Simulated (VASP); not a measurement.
Write the native input for VASP 6.6.1 that does the following.

```yaml
Task: single point
Functional: LDA
Potentials_or_basis: VASP PAW LDA potentials, release 64 (Rh_pv)
Cutoff: 500 eV
k_mesh: 8 × 8 × 8
Occupations: gaussian, width 0.1 eV
Spin: no spin polarisation
Dipole_correction: no
Further_INCAR_settings: ALGO = Normal; EDIFF = 1e-06; NBANDS = 14
```

The structure of Rh lies in POSCAR:

```
Rh
1.0
    0.0000000000      1.8789726675      1.8789726675
    1.8789726675      0.0000000000      1.8789726675
    1.8789726675      1.8789726675      0.0000000000
Rh
1
Direct
    0.0000000000      0.0000000000      0.0000000000
```

One way to write it, as run:

INCAR

```
SYSTEM = Rh
PREC = Accurate ; ENCUT = 500
EDIFF = 1E-6 ; ISMEAR = 0
SIGMA = 0.1 ; LREAL = .FALSE.
LASPH = .TRUE. ; NELM = 120
ALGO = Normal ; ISIF = 2
LWAVE = .FALSE. ; LCHARG = .TRUE.
LELF = .TRUE. ; LVHAR = .TRUE.
NBANDS = 14 ; GGA_COMPAT = .FALSE.
```

KPOINTS

```
regular mesh
0
G
  8 8 8
  0 0 0
```

Potentials or basis: VASP PAW LDA potentials, release 64 (Rh_pv).

Run with:

```sh
$ cat potpaw_LDA.64/Rh_pv/POTCAR > POTCAR
$ mpirun -np 1 vasp_std > vasp.out
```

Results of the run:

```json
{
  "Pressure": "0.8 GPa"
}
```

Caveat: the k points lie up to 0.36 Å⁻¹ apart.

Wall time 5.1 s on 1 thread of Intel(R) Xeon(R) Platinum 8259CL CPU @ 2.50GHz (Skylake/Cascade Lake) (shared host), peak memory 0.12 GiB.
